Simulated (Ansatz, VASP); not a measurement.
SnO2 in VASP and in Ansatz

INCAR

```
SYSTEM = SnO2
PREC = Accurate
ENCUT = 520
EDIFF = 1E-6
ISMEAR = -1
SIGMA = 0.02
LREAL = .FALSE.
LASPH = .TRUE.
NELM = 60
ALGO = Normal
ISIF = 2
LWAVE = .FALSE.
LCHARG = .TRUE.
GGA = PE
LELF = .TRUE.
LVHAR = .TRUE.
NBANDS = 20
```

Contents of KPOINTS:

```
regular mesh
0
G
  8 8 8
  0 0 0
```

Contents of POSCAR:

```
SnO2
1.0
    0.0000000000      2.5334669704      2.5334669704
    2.4478357868      0.0000000000      2.5334669704
    2.4478357868      2.5334669704      0.0000000000
Sn O
1 2
Direct
    0.0000000000      0.0000000000      0.0000000000
    0.2500000000      0.2500000000      0.2500000000
    0.7500000000      0.7500000000      0.7500000000
```

Input for Ansatz:

```yaml
crystal:
  lattice:
    - [0.0, 2.5334669704, 2.5334669704]
    - [2.4478357868, 0.0, 2.5334669704]
    - [2.4478357868, 2.5334669704, 0.0]
  atoms:
    - { symbol: Sn, position: [0.0, 0.0, 0.0] }
    - { symbol: O, position: [0.25, 0.25, 0.25] }
    - { symbol: O, position: [0.75, 0.75, 0.75] }
kpoints:
  mp_grid: { grid: [8, 8, 8] }
  band_path:
    path:
      - [0.0, 0.0, 0.0]
      - [0.5, 0.0, 0.5]
      - [0.625, 0.25, 0.625]
      - [0.375, 0.375, 0.75]
      - [0.5, 0.5, 0.5]
      - [0.5, 0.25, 0.75]
    npoints: 1
hamiltonian:
  xc: pbe
scf:
  occupations: { method: fermi_dirac, width: 0.02 }
  n_extra_bands: 4
output:
  forces: true
  stress: true
  eigenvalues: true
```

Change from the starting cell: uniaxial_x strain -3.4%.

Alike in both runs: task single point; functional PBE; k mesh 8 × 8 × 8; occupations fermi-dirac, width 0.02 eV; no spin polarisation.

```csv
,VASP,Ansatz
version,VASP 6.6.1,Ansatz 0.2.0
potentials or method,"VASP PAW PBE potentials, release 64 (Sn_d, O)","plane waves, PAW"
plane-wave cutoff (eV),520,420
valence electrons in the cell,26,26
```

```csv
,VASP,Ansatz,Ansatz less VASP
pressure (GPa),18.9,18.0,-0.87
"traceless stress, the component that is largest in VASP (GPa)",11.20,11.20,+0.005
```
